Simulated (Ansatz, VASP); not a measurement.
## HfO2 in VASP and in Ansatz

POSCAR

```
HfO2
1.0
    0.0000000000      2.5575000000      2.5575000000
    2.5575000000      0.0000000000      2.5575000000
    2.5575000000      2.5575000000      0.0000000000
Hf O
1 2
Direct
    0.0000000000      0.0000000000      0.0000000000
    0.7500000000      0.7500000000      0.7500000000
    0.2500000000      0.2500000000      0.2500000000
```

File INCAR.step1:

```
PREC = Accurate ; ENCUT = 520
EDIFF = 1E-5 ; ISMEAR = -1
SIGMA = 0.05 ; LREAL = F
LASPH = T ; NELM = 60
ALGO = Normal ; ISIF = 2
LWAVE = T ; LCHARG = F
NBANDS = 18 ; GGA = PE
```

INCAR.step2

```
PREC = Accurate ; ENCUT = 520
EDIFF = 1E-6 ; ISMEAR = -1
SIGMA = 0.05 ; LREAL = F
LASPH = T ; NELM = 60
ALGO = Normal ; ISIF = 2
LWAVE = F ; LCHARG = F
GGA = B3 ; LHFCALC = T
AEXX = 0.2 ; AGGAX = 0.72
AGGAC = 0.81 ; ALDAC = 0.19
PRECFOCK = Normal ; NBANDS = 18
ISTART = 1
```

Contents of KPOINTS:

```
regular mesh
0
Gamma
  5 5 5
```

File input.yaml:

```yaml
crystal:
  lattice:
    - [0.0, 2.5575, 2.5575]
    - [2.5575, 0.0, 2.5575]
    - [2.5575, 2.5575, 0.0]
  atoms:
    - { symbol: Hf, position: [0.0, 0.0, 0.0] }
    - { symbol: O, position: [0.75, 0.75, 0.75] }
    - { symbol: O, position: [0.25, 0.25, 0.25] }
hamiltonian:
  xc: b3lyp
  pseudopotentials: { kind: paw }
kpoints:
  mp_grid: { grid: [5, 5, 5] }
  band_path:
    path:
      - [[0.0, 0.0, 0.0], [0.5, 0.0, 0.5], [0.5, 0.25, 0.75], [0.375, 0.375, 0.75], [0.0, 0.0, 0.0], [0.5, 0.5, 0.5], [0.625, 0.25, 0.625], [0.5, 0.25, 0.75], [0.5, 0.5, 0.5], [0.375, 0.375, 0.75]]
      - [[0.625, 0.25, 0.625], [0.5, 0.0, 0.5]]
    npoints: 4
scf:
  occupations: { method: fermi_dirac, width: 0.05 }
  n_extra_bands: 7
output:
  forces: true
  stress: true
  eigenvalues: true
  fatbands: false
```

Alike in both runs: functional B3LYP; k mesh 5 × 5 × 5; occupations fermi-dirac, width 0.05 eV; no spin polarisation.

|  | VASP | Ansatz |
| --- | --- | --- |
| version | VASP 6.6.1 | Ansatz 0.2.0 |
| potentials or method | VASP PAW PBE potentials, release 64 (Hf_pv, O) | Ansatz PAW |
| plane-wave cutoff (eV) | 520 | 420 |
| valence electrons in the cell | 22 | 38 |
| task | single point | band structure |

|  | VASP | Ansatz | Ansatz less VASP |
| --- | --- | --- | --- |
| gap on the k mesh at the Fermi level (eV) | 5.90 | 5.96 | +0.062 |
| pressure (GPa) | -6.3 | -2.5 | +3.78 |

VASP's potentials were made for PBE, not for B3LYP. VASP's potentials hold 22 valence electrons a cell and Ansatz's 38, so a difference there can come from the potentials and not from the codes.

The k mesh is coarse, so the values compare programs but aren't converged. Neither program's run includes spin-orbit coupling.
